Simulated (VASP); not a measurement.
# LiH (F-43m) in VASP: dielectric tensor with PBE

Aim: the dielectric tensor of LiH with PBE.

Everything below comes from runs of VASP 6.6.1. Logs are shortened: lines on timing, memory, paths and dates and some standing lists are left out, and cuts for length are marked.

## 1. The cell of the first run

Symmetry: F-43m, No. 216, cubic system. Conventional cell: a = 4.290 Å, b = 4.290 Å, c = 4.290 Å, α = 90.00°, β = 90.00°, γ = 90.00°. Li (site symmetry -43m) has 4 H at 1.86 Å within 2.5 Å. Within 2.5 Å of H (site symmetry -43m) lie 4 Li at 1.86 Å.

## 2. Dielectric tensor, PBE

Contents of INCAR:

```
PREC = Accurate
ENCUT = 520
EDIFF = 1E-8
ISMEAR = 0
SIGMA = 0.01
LREAL = F
LASPH = T
NELM = 60
ALGO = Normal
ISIF = 2
LWAVE = F
LCHARG = F
GGA = PE
LEPSILON = T
```

Contents of KPOINTS:

```
Automatic mesh
0
Gamma
  8 8 8
```

Contents of POSCAR:

```
LiH
1.0
    0.0000000000      2.1451220264      2.1451220264
    2.1451220264      0.0000000000      2.1451220264
    2.1451220264      2.1451220264      0.0000000000
Li H
1 1
Direct
    0.0000000000      0.0000000000      0.0000000000
    0.2500000000      0.2500000000      0.2500000000
```

Potentials or basis: VASP PAW PBE potentials, release 64 (Li_sv, H).

The run is started by

```sh
$ cat potpaw_PBE.64/Li_sv/POTCAR potpaw_PBE.64/H/POTCAR > POTCAR
$ mpirun -np 1 vasp_std > vasp.out
```

OUTCAR:

```text
PREC = Accurate
   ENCUT = 520
   EDIFF = 1E-8
   ISMEAR = 0
   LREAL = F
   LASPH = T
   NELM = 60
   ISIF = 2
   GGA = PE
   LEPSILON = T

 ion  position               nearest neighbor table
   1  0.000  0.000  0.000-
   2  0.250  0.250  0.250-

  LATTYP: Found a face centered cubic cell.
 ALAT       =     4.2902440528

  Lattice vectors:

 A1 = (   0.0000000000,   2.1451220264,   2.1451220264)
 A2 = (   2.1451220264,   0.0000000000,   2.1451220264)
 A3 = (   2.1451220264,   2.1451220264,   0.0000000000)

Analysis of symmetry for initial positions (statically):
=====================================================================
 Subroutine PRICEL returns:
 Original cell was already a primitive cell.

 Routine SETGRP: Setting up the symmetry group for a
 face centered cubic supercell.

 Subroutine GETGRP returns: Found 24 space group operations
 (whereof 24 operations were pure point group operations)
 out of a pool of 48 trial point group operations.

The static configuration has the point symmetry T_d .

Analysis of symmetry for dynamics (positions and initial velocities):
=====================================================================
 Subroutine PRICEL returns:
 Original cell was already a primitive cell.

 Routine SETGRP: Setting up the symmetry group for a
 face centered cubic supercell.

 Subroutine GETGRP returns: Found 24 space group operations
 (whereof 24 operations were pure point group operations)
 out of a pool of 48 trial point group operations.

The dynamic configuration has the point symmetry T_d .

 Subroutine INISYM returns: Found 24 space group operations
 (whereof 24 operations are pure point group operations),
 and found     1 'primitive' translations

----------------------------------------------------------------------------------------

                                     Primitive cell

  volume of cell :      19.7418

  direct lattice vectors                    reciprocal lattice vectors
[... 366 lines left out ...]
      direct lattice vectors                 reciprocal lattice vectors
     0.000000000  2.145122026  2.145122026    -0.233086973  0.233086973  0.233086973
     2.145122026  0.000000000  2.145122026     0.233086973 -0.233086973  0.233086973
     2.145122026  2.145122026  0.000000000     0.233086973  0.233086973 -0.233086973

 POSITION                                       TOTAL-FORCE (eV/Angst)
 -----------------------------------------------------------------------------------
      0.00000      0.00000      0.00000         0.000000     -0.000000     -0.000000
      1.07256      1.07256      1.07256        -0.000000      0.000000      0.000000
 -----------------------------------------------------------------------------------
    total drift:                                0.000000      0.000000     -0.000000

  FREE ENERGIE OF THE ION-ELECTRON SYSTEM (eV)
  ---------------------------------------------------
  free  energy   TOTEN  =        -6.0306350707 eV

  energy  without entropy=       -6.0306350707  energy(sigma->0) =       -6.03063507

 HEAD OF MICROSCOPIC STATIC DIELECTRIC TENSOR (INDEPENDENT PARTICLE, excluding Hartree and local field effects)
 ------------------------------------------------------
           3.295231    -0.000000    -0.000000
           0.000000     3.295231    -0.000000
           0.000000    -0.000000     3.295231
 ------------------------------------------------------

 Free energy of the ion-electron system (eV)
  ---------------------------------------------------
  ---------------------------------------------------
  free energy    TOTEN  =        -0.14285607 eV

  energy without entropy =       -0.14285607

------------------------ aborting loop because EDIFF is reached ----------------------------------------

--------------------------------------- Ionic step        2  -------------------------------------------

------------------------ aborting loop because EDIFF is reached ----------------------------------------

--------------------------------------- Ionic step        3  -------------------------------------------

 Free energy of the ion-electron system (eV)
  ---------------------------------------------------
  ---------------------------------------------------
  free energy    TOTEN  =        -0.14285706 eV

  energy without entropy =       -0.14285706

------------------------ aborting loop because EDIFF is reached ----------------------------------------

 PIEZOELECTRIC TENSOR FIELD DIRECTION 3  (e Angst)
 -----------------------------------------------------------------------------
     0.00060 -0.12787  0.00000           (  0.00000 -0.00145  0.00000)
    -0.12787  0.00060  0.00000           ( -0.00145  0.00000  0.00000)
     0.00000  0.00000 -0.00065           (  0.00000  0.00000  0.00000)

 PIEZOELECTRIC TENSOR FIELD DIRECTION 3  (C/m^2)
 -----------------------------------------------------------------------------
     0.00049 -0.10377  0.00000
    -0.10377  0.00049  0.00000
     0.00000  0.00000 -0.00053

 MACROSCOPIC STATIC DIELECTRIC TENSOR (including local field effects in DFT)
 ------------------------------------------------------
           3.251428    -0.000000     0.000000
           0.000000     3.251428     0.000000
           0.000000     0.000000     3.251428
 ------------------------------------------------------

 PIEZOELECTRIC TENSOR (including local field effects)  for field in x, y, z        (e  Angst)
          XX          YY          ZZ          XY          YZ          ZX
  --------------------------------------------------------------------------------
  x     0.00000     0.00000     0.00000     0.00000    -0.12790     0.00000
  y     0.00000     0.00000     0.00000     0.00000     0.00000    -0.12790
  z     0.00000     0.00000     0.00000    -0.12790     0.00000     0.00000

 PIEZOELECTRIC TENSOR (including local field effects)  for field in x, y, z        (C/m^2)
          XX          YY          ZZ          XY          YZ          ZX
  --------------------------------------------------------------------------------
  x     0.00000     0.00000     0.00000     0.00000    -0.10380     0.00000
  y     0.00000     0.00000     0.00000     0.00000     0.00000    -0.10380
  z     0.00000     0.00000     0.00000    -0.10380     0.00000     0.00000

 BORN EFFECTIVE CHARGES (including local field effects) (in |e|, cummulative output)
 ---------------------------------------------------------------------------------
 ion    1
    1     0.82148    -0.00000     0.00000
    2     0.00000     0.82148    -0.00000
    3    -0.00000    -0.00000     0.82148
 ion    2
    1    -0.82148     0.00000    -0.00000
    2    -0.00000    -0.82148     0.00000
    3     0.00000     0.00000    -0.82148
```

Run time: 40 s. Hardware: 1 thread of Intel Xeon Platinum 8488C (Sapphire Rapids), shared host; peak memory 0.15 GiB.

Results:

| Item | Value |
| --- | --- |
| Band gap on the k mesh | 4.20 eV, indirect (least direct gap 5.27 eV) |
| Electronic dielectric tensor (diagonal) | 3.25 |
| Born charges (mean of the diagonal) | Li +0.82; H -0.82 e |

Electronic dielectric tensor:
```
3.25 0.00 0.00
0.00 3.25 0.00
0.00 0.00 3.25
```

Born effective charge tensors (e):
atom 1, Li
```
0.82 0.00 0.00
0.00 0.82 0.00
0.00 0.00 0.82
```
atom 2, H
```
-0.82  0.00  0.00
 0.00 -0.82  0.00
 0.00  0.00 -0.82
```
